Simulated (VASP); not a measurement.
# InAs (ref): single point with r2SCAN

Crystal: InAs (ref).

```
CELL_PARAMETERS angstrom
0.00000 3.05443 3.05443
3.05443 0.00000 3.05443
3.05443 3.05443 0.00000
ATOMIC_POSITIONS crystal
In 0.25000 0.25000 0.25000
As 0.00000 0.00000 0.00000
```

- Program: VASP 6.6.1
- Task: single point
- Functional: r2SCAN
- Potentials or basis: VASP PAW PBE potentials, release 64 (In_d, As)
- Cutoff: 520 eV
- k mesh: 14 × 14 × 14
- Occupations: gaussian, width 0.01 eV
- Spin: no spin polarisation
- Dipole correction: no
- Further INCAR settings: ALGO = Normal; EDIFF = 1e-06; NBANDS = 16

| Item | Value |
| --- | --- |
| Pressure | 0.0 GPa |
| Band gap on the k mesh | 0.08 eV, direct |

Levels at points of the mesh, in eV from the valence-band top:
| k point | band 7 | band 8 | band 9 | band 10 | band 11 | band 12 |
| --- | --- | --- | --- | --- | --- | --- |
| (0.00, 0.00, 0.00) | 0.00 | 0.00 | 0.00 | 0.08 | 4.26 | 4.26 |
| (0.50, 0.00, 0.00) | -5.72 | -0.97 | -0.97 | 1.25 | 5.03 | 5.03 |
| (0.50, 0.50, 0.00) | -5.80 | -2.29 | -2.29 | 1.87 | 2.35 | 9.63 |

Run time: 7.7 min on 1 thread of AMD EPYC 7R13 (shared host), peak memory 0.23 GiB.

Caveat: the PAW data sets were made with another functional, which shifts forces and pressure a little; spin-orbit coupling is left out, which moves the levels of the heavy elements.
